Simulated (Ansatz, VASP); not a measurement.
# V in VASP and in Ansatz

The input INCAR:

```
SYSTEM = V
  ALGO = Normal
  EDIFF = 1E-6
  EDIFFG = -0.01
  ENCUT = 600
  GGA = PE
  IBRION = 2
  ISIF = 3
  ISMEAR = -1
  ISPIN = 2
  IVDW = 12
  LASPH = .True.
  LCHARG = .False.
  LMAXMIX = 4
  LORBIT = 11
  LREAL = .False.
  LWAVE = .False.
  MAGMOM = 2
  NELM = 150
  NSW = 80
  PREC = Accurate
  SIGMA = 0.05
```

KPOINTS

```
k-points
0
Gamma
  12 12 12
  0 0 0
```

The input POSCAR:

```
V
1.0
   -1.5143500000      1.5143500000      1.5143500000
    1.5143500000     -1.5143500000      1.5143500000
    1.5143500000      1.5143500000     -1.5143500000
V
1
Direct
    0.0000000000      0.0000000000      0.0000000000
```

The input input.yaml:

```yaml
crystal:
  lattice:
    - [-1.51435, 1.51435, 1.51435]
    - [1.51435, -1.51435, 1.51435]
    - [1.51435, 1.51435, -1.51435]
  atoms:
    - { symbol: V, position: [0.0, 0.0, 0.0], spin: 2.0 }
kpoints:
  mp_grid: { grid: [12, 12, 12] }
scf:
  occupations: { method: fermi_dirac, width: 0.05 }
hamiltonian:
  xc: pbe
  dispersion: d3bj
  pseudopotentials: { kind: all_electron, lapw: { basis_error: 0.001 } }
magnetization:
  spin_polarized: true
output:
  forces: true
  stress: true
relax:
  f_tol: 0.01
  max_steps: 60
  cell: {}
```

Alike in both runs: task relaxation of cell and atoms; functional PBE; dispersion D3(BJ); k mesh 12 × 12 × 12; occupations fermi-dirac, width 0.05 eV; collinear spin.

```csv
,VASP,Ansatz
version,VASP 6.6.1,Ansatz 0.2.0
potentials or method,"VASP PAW PBE potentials, release 64 (V_sv), cutoff 600 eV","all-electron LAPW, scalar-relativistic"
```

VASP gave:

* net moment per atom (μB): 0.00
* relaxed volume (Å³/atom): 12.84
* relaxed length of the cell vector where the two differ most in proportion (Å): 2.555

Q: What did Ansatz give for the same quantities?

A: net moment per atom (μB): 0.00; relaxed volume (Å³/atom): 12.83; relaxed length of the cell vector where the two differ most in proportion (Å): 2.555.

Ansatz ran all-electron here, and VASP with PAW potentials.
